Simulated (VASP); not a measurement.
# Sn2TeO3 (P6mm) in VASP: a series of runs, part 2 of 2

VASP 6.6.1.

**3. Single point, PBE**

This run uses another cell than the first one, of 18.50 Å³/atom, 1.035 times its volume.

File INCAR:

```
  PREC = Accurate
  ENCUT = 520
  EDIFF = 1E-6
  ISMEAR = 0
  SIGMA = 0.1
  LREAL = False
  LASPH = True
  NELM = 100
  ALGO = Normal
  ISIF = 2
  LWAVE = False
  LCHARG = True
  GGA = PE
  LELF = True
  LVHAR = True
  NBANDS = 35
```

File KPOINTS:

```
regular mesh
0
Gamma
  6 6 4
```

File POSCAR:

```
Sn2TeO3
1.0
    6.1439052555     -0.0000000031      0.0000000000
   -3.0719526251      5.3207780313      0.0000000000
    0.0000000000      0.0000000000      3.3957378422
Sn Te O
2 1 3
Direct
    0.6666666667      0.3333333333      0.4207013172
    0.3333333333      0.6666666667      0.4207013172
    0.0000000000      0.0000000000      0.0668332850
    0.0000000000      0.5000000000      1.0872529968
    0.5000000000      0.0000000000      1.0872529968
    0.5000000000      0.5000000000      1.0872529968
```

Potentials or basis: VASP PAW PBE potentials, release 64 (Sn_d, Te, O).

Started as:

```bash
$ cat potpaw_PBE.64/Sn_d/POTCAR potpaw_PBE.64/Te/POTCAR potpaw_PBE.64/O/POTCAR > POTCAR
$ mpirun -np 1 vasp_std > vasp.out
```

OUTCAR:

```text
PREC = Accurate
   ENCUT = 520
   EDIFF = 1E-6
   ISMEAR = 0
   LREAL = False
   LASPH = True
   NELM = 100
   ISIF = 2
   GGA = PE

 ion  position               nearest neighbor table
   1  0.667  0.333  0.421-   4 2.10   5 2.10   6 2.10   2 3.55   2 3.55   2 3.55
   2  0.333  0.667  0.421-   4 2.10   5 2.10   6 2.10   1 3.55   1 3.55   1 3.55
   3  0.000  0.000  0.067-
   4  0.000  0.500  0.087-   1 2.10   2 2.10
   5  0.500  0.000  0.087-   1 2.10   2 2.10
   6  0.500  0.500  0.087-   1 2.10   2 2.10

  LATTYP: Found a hexagonal cell.
 ALAT       =     6.1439052555
 C/A-ratio  =     0.5527002291

  Lattice vectors:

 A1 = (   6.1439052555,  -0.0000000031,   0.0000000000)
 A2 = (  -3.0719526251,   5.3207780313,   0.0000000000)
 A3 = (   0.0000000000,   0.0000000000,   3.3957378422)

Analysis of symmetry for initial positions (statically):
=====================================================================
 Subroutine PRICEL returns:
 Original cell was already a primitive cell.

 Routine SETGRP: Setting up the symmetry group for a
 hexagonal supercell.

 Subroutine GETGRP returns: Found 12 space group operations
 (whereof 12 operations were pure point group operations)
 out of a pool of 24 trial point group operations.

The static configuration has the point symmetry C_6v.

Analysis of symmetry for dynamics (positions and initial velocities):
=====================================================================
 Subroutine PRICEL returns:
 Original cell was already a primitive cell.

 Routine SETGRP: Setting up the symmetry group for a
 hexagonal supercell.

 Subroutine GETGRP returns: Found 12 space group operations
 (whereof 12 operations were pure point group operations)
 out of a pool of 24 trial point group operations.

The dynamic configuration has the point symmetry C_6v.

 Subroutine INISYM returns: Found 12 space group operations
 (whereof 12 operations are pure point group operations),
 and found     1 'primitive' translations

----------------------------------------------------------------------------------------

                                     Primitive cell

  volume of cell :     111.0079

  direct lattice vectors                    reciprocal lattice vectors
     6.143905255 -0.000000003  0.000000000     0.162762927  0.093971219  0.000000000
    -3.071952625  5.320778031  0.000000000     0.000000000  0.187942439  0.000000000
     0.000000000  0.000000000  3.395737842     0.000000000  0.000000000  0.294486809

  length of vectors
     6.143905255  6.143905256  3.395737842     0.187942439  0.187942439  0.294486809

  position of ions in fractional coordinates (direct lattice)
     0.666666667  0.333333333  0.420701317
     0.333333333  0.666666667  0.420701317
     0.000000000  0.000000000  0.066833285
     1.000000000  0.500000000  0.087252997
     0.500000000  0.000000000  0.087252997
     0.500000000  0.500000000  0.087252997

  ion indices of the primitive-cell ions
   primitive index   ion index
                 1           1
[... 26 lines left out ...]

 Subroutine IBZKPT returns following result:
 ===========================================

 Found     21 irreducible k-points:

 Following reciprocal coordinates:
            Coordinates               Weight
  0.000000  0.000000  0.000000      1.000000
  0.166667  0.000000  0.000000      6.000000
  0.333333  0.000000  0.000000      6.000000
  0.500000  0.000000  0.000000      3.000000
  0.166667  0.166667  0.000000      6.000000
  0.333333  0.166667  0.000000     12.000000
[... 13 lines left out ...]
  0.333333  0.166667  0.500000     12.000000
  0.333333  0.333333  0.500000      2.000000
   k-points           NKPTS =     21   k-points in BZ     NKDIM =     21   number of bands    NBANDS=     35
   number of dos      NEDOS =    301   number of ions     NIONS =      6
   total plane-waves  NPLWV =  64512
   dimension x,y,z NGX =    48 NGY =   48 NGZ =   28
   dimension x,y,z NGXF=    96 NGYF=   96 NGZF=   56
   ions per type =               2   1   3
   NGX,Y,Z   is equivalent  to a cutoff of  12.99, 12.99, 13.71 a.u.
   NGXF,Y,Z  is equivalent  to a cutoff of  25.98, 25.98, 27.42 a.u.
 SYSTEM =  unknown system
   PREC   = accura    normal or accurate (medium, high low for compatibility)
   ISTART =      0    job   : 0-new  1-cont  2-samecut
   ICHARG =      2    charge: 1-file 2-atom 10-const
   ISPIN  =      1    spin polarized calculation?
   LNONCOLLINEAR =      F non collinear calculations
   LSORBIT =      F    spin-orbit coupling
   LASPH  =      T    aspherical Exc in radial PAW
   ENCUT  =  520.0 eV  38.22 Ry    6.18 a.u.  11.42 11.42  6.31*2*pi/ulx,y,z
   NELM   =    100;   NELMIN=  2; NELMDL= -5     # of ELM steps
   EDIFF  = 0.1E-05   stopping-criterion for ELM
   LREAL  =      F    real-space projection
   EDIFFG = 0.1E-04   stopping-criterion for IOM
   NSW    =      0    number of steps for IOM
   IBRION =     -1    ionic relax: 0-MD 1-quasi-New 2-CG
   NFREE  =      0    steps in history (QN), initial steepest desc. (CG)
   ISIF   =      2    stress and relaxation
   ISYM   =      2    0-nonsym 1-usesym 2-fastsym
   POTIM  = 0.5000    time-step for ionic-motion
   TEBEG  =    0.0;   TEEND  =   0.0 temperature during run
   PSTRESS=    0.0 pullay stress
   NELECT =      52.0000    total number of electrons
   NUPDOWN=      -1.0000    fix difference up-down
   EMIN   =  10.00;   EMAX   =-10.00  energy-range for DOS
   EFERMI =   0.00;   METHOD = LEGACY
   ISMEAR =     0;   SIGMA  =   0.10  broadening in eV -4-tet -1-fermi 0-gaus
   EFERMI_NEDOS =   21; number of points for ismear=-14 and -15
   IALGO  =     38    algorithm
   IMIX   =      4    mixing-type and parameters
     AMIX     =   0.40;   BMIX     =  1.00
     AMIX_MAG =   1.60;   BMIX_MAG =  1.00
  volume/ion in A,a.u.               =      18.50       124.85
  Fermi-wavevector in a.u.,A,eV,Ry     =   1.271427  2.402648 21.994171  1.616526
  Thomas-Fermi vector in A             =   2.404360
   LORBIT       =      0    0 simple, 1 ext, 2 COOP (PROOUT), +10 PAW based schemes
   GGA     = PE    functional components
   LHFCALC =     F    Hartree Fock is set to
   AEXX    =    0.0000 exact exchange contribution
   IVDW    =     0    specifies the selected vdW correction
   LEPSILON=     F    determine dielectric tensor
   LRPA    =     F    only Hartree local field effects (RPA)
 non-spin polarized calculation
 Gauss-broadening in eV      SIGMA  =   0.10
  energy-cutoff  :      520.00
  volume of cell :      111.01
 maximum number of plane-waves:      3018
 NGX is ok and might be reduce to    48
   NGX = 23   NGY = 23   NGZ = 13

 number of electron      51.9999991 magnetization

 Free energy of the ion-electron system (eV)
  ---------------------------------------------------
  ext. energy  EPLUGINS =         0.00000000
  ---------------------------------------------------
  free energy    TOTEN  =       -29.33866827 eV

  energy without entropy =      -29.31837092  energy(sigma->0) =      -29.32851960

 E-fermi :   6.0076     XC(G=0): -10.1205

 val. band max:        6.0066774283   @ k =   0.3333   0.1667   0.0000
 cond. band min:       6.0506396049   @ k =   0.3333   0.0000   0.0000
 fundamental gap:      0.0439621767
 Fermi energy:         6.0075581686

 k-point     1 :       0.0000    0.0000    0.0000
  band No.  band energies     occupation
      1     -15.5741      2.00000
      2     -15.5741      2.00000
      3     -15.2419      2.00000
      4     -15.1967      2.00000
      5     -15.1967      2.00000
      6     -15.1965      2.00000
[... 787 lines left out ...]
     34      12.0635      0.00000
     35      14.5355      0.00000

------------------------ aborting loop because EDIFF is reached ----------------------------------------

  FORCE on cell =-STRESS in cart. coord.  units (eV):
  Direction    XX          YY          ZZ          XY          YZ          ZX
  --------------------------------------------------------------------------------------
  -------------------------------------------------------------------------------------
  Total        0.1284136      0.1284136      0.0416235     -0.0000000     -0.0000000     -0.0000000
  in kB        1.8533938      1.8533938      0.6007525     -0.0000000     -0.0000000     -0.0000000
  external PRESSURE =       1.4358467 kB  Pullay stress =       0.0000000 kB

 VOLUME and BASIS-vectors are now :
 -----------------------------------------------------------------------------
  energy-cutoff  :      520.00
  volume of cell :      111.01
      direct lattice vectors                 reciprocal lattice vectors
     6.143905255 -0.000000003  0.000000000     0.162762927  0.093971219  0.000000000
    -3.071952625  5.320778031  0.000000000     0.000000000  0.187942439  0.000000000
     0.000000000  0.000000000  3.395737842     0.000000000  0.000000000  0.294486809

 POSITION                                       TOTAL-FORCE (eV/Angst)
 -----------------------------------------------------------------------------------
      3.07195      1.77359      1.42859         0.000000      0.000000      0.069488
      0.00000      3.54719      1.42859        -0.000000     -0.000000      0.069488
      0.00000      0.00000      0.22695        -0.000000      0.000000     -0.002860
     -1.53598      2.66039      0.29629         0.000000     -0.000000     -0.045372
      3.07195     -0.00000      0.29629         0.000000      0.000000     -0.045372
      1.53598      2.66039      0.29629         0.000000      0.000000     -0.045372
 -----------------------------------------------------------------------------------
    total drift:                               -0.000000     -0.000001      0.000022

  FREE ENERGIE OF THE ION-ELECTRON SYSTEM (eV)
  ---------------------------------------------------
  free  energy   TOTEN  =       -29.3386682717 eV

  energy  without entropy=      -29.3183709213  energy(sigma->0) =      -29.32851960
```

Wall time 78 s (1 thread of Intel Xeon Platinum 8375C at 2.90GHz (Ice Lake), shared host); peak memory 0.28 GiB.

Results:

| Property | Result |
| --- | --- |
| Free energy | -29.3387 eV |
| Pressure | 0.1 GPa |
| Largest force | 0.069 eV/Å |
| Band gap on the k mesh | zero (band 26 reaches 7.02 eV, above the bottom of band 27 at 5.72 eV) |

Forces on the atoms (eV/Å):
```
Sn   0.000  0.000  0.069
Sn   0.000  0.000  0.069
Te   0.000  0.000 -0.003
O    0.000  0.000 -0.045
O    0.000  0.000 -0.045
O    0.000  0.000 -0.045
```

Stress tensor (GPa, compression positive):
```
0.19 0.00 0.00
0.00 0.19 0.00
0.00 0.00 0.06
```

Caveat: the k points lie up to 0.46 Å⁻¹ apart; spin-orbit coupling is left out, which moves the levels of the heavy elements.

**4. Single point, PBE**

This run uses another cell than the first one, of 19.94 Å³/atom, 1.116 times its volume.

File INCAR:

```
ALGO = Normal
EDIFF = 1E-7
ENCUT = 520
GGA = PE
ISIF = 2
ISMEAR = 0
LASPH = True
LCHARG = False
LREAL = False
LWAVE = False
NBANDS = 35
NELM = 100
PREC = Accurate
SIGMA = 0.1
```

File KPOINTS:

```
k-points
0
Gamma
  6 6 4
```

File POSCAR:

```
Sn2TeO3
1.0
    5.7189550100      0.0000000000      0.0000000000
   -2.8594775000      4.9527603200      0.0000000000
    0.0000000000      0.0000000000      4.2239150000
Sn Te O
2 1 3
Direct
    0.6666666700      0.3333333300      0.4961477200
    0.3333333300      0.6666666700      0.4961477200
    0.0000000000      0.0000000000      0.1926302600
    0.0000000000      0.5000000000      0.9950230700
    0.5000000000      0.0000000000      0.9950230700
    0.5000000000      0.5000000000      0.9950230700
```

Started as:

```bash
$ cat potpaw_PBE.64/Sn_d/POTCAR potpaw_PBE.64/Te/POTCAR potpaw_PBE.64/O/POTCAR > POTCAR
$ mpirun -np 1 vasp_std > vasp.out
```

Run time: 4 min. Hardware: 1 thread of Intel Xeon Platinum 8375C at 2.90GHz (Ice Lake), shared host; peak memory 0.29 GiB.

The run converged. Its results:

```
Free energy            : -25.2730 eV
Pressure               : -11.8 GPa
Largest force          : 1.569 eV/Å
Band gap on the k mesh : zero (band 26 reaches 4.91 eV, above the bottom of band 27 at 4.68 eV)
```

Forces on the atoms (eV/Å):
```
Sn   0.000  0.000  0.301
Sn   0.000  0.000  0.301
Te   0.000  0.000 -1.569
O    0.000  0.000  0.323
O    0.000  0.000  0.323
O    0.000  0.000  0.323
```

Stress tensor (GPa, compression positive):
```
 -4.27   0.00   0.00
  0.00  -4.27   0.00
  0.00   0.00 -26.82
```

Levels at points of the mesh, in eV from the Fermi level:
| k point | band 22 | band 23 | band 24 | band 25 | band 26 | band 27 | band 28 | band 29 | band 30 | band 31 |
| --- | --- | --- | --- | --- | --- | --- | --- | --- | --- | --- |
| (0.00, 0.00, 0.00) | -0.65 | -0.32 | -0.32 | -0.05 | 0.06 | 0.12 | 0.12 | 0.68 | 0.68 | 4.54 |
| (0.50, 0.00, 0.00) | -1.68 | -1.52 | -1.43 | -0.31 | -0.18 | -0.17 | 0.10 | 1.87 | 2.92 | 4.98 |
| (0.00, 0.00, 0.50) | -1.86 | -0.62 | -0.42 | -0.42 | 0.05 | 0.05 | 0.52 | 2.76 | 2.76 | 3.23 |
| (0.50, 0.00, 0.50) | -1.42 | -1.01 | -0.62 | -0.42 | -0.20 | 0.06 | 0.28 | 2.98 | 3.13 | 4.27 |

Caveat: the k points lie up to 0.37 Å⁻¹ apart; spin-orbit coupling is left out, which moves the levels of the heavy elements; forces of over 1 eV/Å act on the atoms, so gaps and moduli don't describe the material at rest.

**5. Single point, PBE**

This run uses another cell than the first one, of 18.02 Å³/atom, 1.009 times its volume.

File INCAR:

```
PREC = Accurate
ENCUT = 520
EDIFF = 1E-7
ISMEAR = 0
SIGMA = 0.1
LREAL = False
LASPH = True
NELM = 60
ALGO = Normal
ISIF = 2
LWAVE = False
LCHARG = True
GGA = PE
LELF = True
LVHAR = True
NBANDS = 35
```

File KPOINTS:

```
Automatic mesh
0
Gamma
  6 6 12
```

File POSCAR:

```
Sn2TeO3
1.0
    6.3016669658      0.0000000000      0.0000000000
   -3.1508334829      5.4574036786      0.0000000000
    0.0000000000      0.0000000000      3.1446608809
Sn Te O
2 1 3
Direct
    0.6666666667      0.3333333333      0.4283474018
    0.3333333333      0.6666666667      0.4283474018
    0.0000000000      0.0000000000      0.0776932084
    0.0000000000      0.5000000000      0.0785356326
    0.5000000000      0.0000000000      0.0785356326
    0.5000000000      0.5000000000      0.0785356326
```

Started as:

```bash
$ cat potpaw_PBE.64/Sn_d/POTCAR potpaw_PBE.64/Te/POTCAR potpaw_PBE.64/O/POTCAR > POTCAR
$ mpirun -np 1 vasp_std > vasp.out
```

Wall time 3 min (1 thread of Intel Xeon Platinum 8375C at 2.90GHz (Ice Lake), shared host); peak memory 0.33 GiB.

It converged, with:

- Free energy: -29.3394 eV
- Pressure: 0.1 GPa
- Largest force: 0.065 eV/Å
- Band gap on the k mesh: zero (band 26 reaches 7.42 eV, above the bottom of band 27 at 5.96 eV)

Forces on the atoms (eV/Å):
```
Sn   0.000  0.000  0.065
Sn   0.000  0.000  0.065
Te   0.000  0.000  0.002
O    0.000  0.000 -0.044
O    0.000  0.000 -0.044
O    0.000  0.000 -0.044
```

Levels at points of the mesh, in eV from the Fermi level:
| k point | band 22 | band 23 | band 24 | band 25 | band 26 | band 27 | band 28 | band 29 | band 30 | band 31 |
| --- | --- | --- | --- | --- | --- | --- | --- | --- | --- | --- |
| (0.00, 0.00, 0.00) | -2.62 | -2.62 | -2.40 | -0.15 | -0.15 | 1.50 | 2.36 | 2.36 | 3.34 | 6.69 |
| (0.50, 0.00, 0.00) | -2.68 | -2.64 | -2.60 | -0.89 | -0.53 | -0.18 | 3.29 | 3.99 | 4.78 | 5.36 |
| (0.00, 0.00, 0.50) | -3.02 | -3.02 | -2.96 | -2.14 | 1.07 | 1.07 | 1.31 | 1.84 | 2.78 | 2.78 |
| (0.50, 0.00, 0.50) | -3.36 | -2.81 | -2.41 | -1.06 | -0.31 | 0.35 | 0.73 | 3.46 | 3.72 | 4.73 |

Caveat: spin-orbit coupling is left out, which moves the levels of the heavy elements.

**6. Summary**

```csv
cell,k mesh,gap on the mesh (eV),pressure (GPa),largest force (eV/Å)
"a = 6.348, b = 6.348, c = 3.072 Å, angles 90.0, 90.0, 120.0°, 6 atoms",3 × 3 × 6,none,0.3,0.08
"a = 6.144, b = 6.144, c = 3.396 Å, angles 90.0, 90.0, 120.0°, 6 atoms",6 × 6 × 4,none,0.1,0.07
"a = 5.719, b = 5.719, c = 4.224 Å, angles 90.0, 90.0, 120.0°, 6 atoms",6 × 6 × 4,none,-11.8,1.57
"a = 6.302, b = 6.302, c = 3.145 Å, angles 90.0, 90.0, 120.0°, 6 atoms",6 × 6 × 12,none,0.1,0.06
```

Alike in all rows: task single point; level PBE; potentials or basis VASP PAW PBE potentials, release 64 (Sn_d, Te, O); no spin polarisation; cutoff (eV) 520; smearing gaussian 0.1 eV.

Caveats: some runs use coarse meshes; spin-orbit coupling is left out, which moves the levels of the heavy elements; forces of over 1 eV/Å act on the atoms, so gaps and moduli don't describe the material at rest (some runs).

Absolute energies hang on the potentials; compare differences alone.
